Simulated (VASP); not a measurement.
A run of VASP 6.6.1:

File INCAR:

```
  PREC = Accurate
  ENCUT = 520
  EDIFF = 1E-6
  ISMEAR = -1
  SIGMA = 0.03
  LREAL = False
  LASPH = True
  NELM = 120
  ALGO = Normal
  ISIF = 2
  LWAVE = False
  LCHARG = True
  LDIPOL = True
  IDIPOL = 3
  DIPOL = 0.5 0.5 0.462
  GGA = PE
  LELF = True
  LVHAR = True
  LVACPOTAV = True
  NBANDS = 8
  GGA_COMPAT = False
  NELMDL = -8
```

KPOINTS

```
regular mesh
0
Gamma
  24 24 1
```

POSCAR

```
C
1.0
    1.7253857788      0.0000000000      0.0000000000
   -0.8626928894      1.4942279158      0.0000000000
    0.0000000000      0.0000000000     23.8000000000
C
1
Direct
    0.0000000000      0.0000000000      0.4621848739
```

Potentials or basis: VASP PAW PBE potentials, release 64 (C).

Command:

```sh
$ cat potpaw_PBE.64/C/POTCAR > POTCAR
$ mpirun -np 1 vasp_std > vasp.out
```

Hardware: 1 thread of Intel(R) Xeon(R) Platinum 8559C (Emerald Rapids), on a shared host.

Q: How long does it take, and how much memory?

A: Wall time 28 s on 1 thread of Intel(R) Xeon(R) Platinum 8559C (Emerald Rapids), with other jobs on the host, peak memory 0.17 GiB. Counts: scf iterations 21, k points 61.
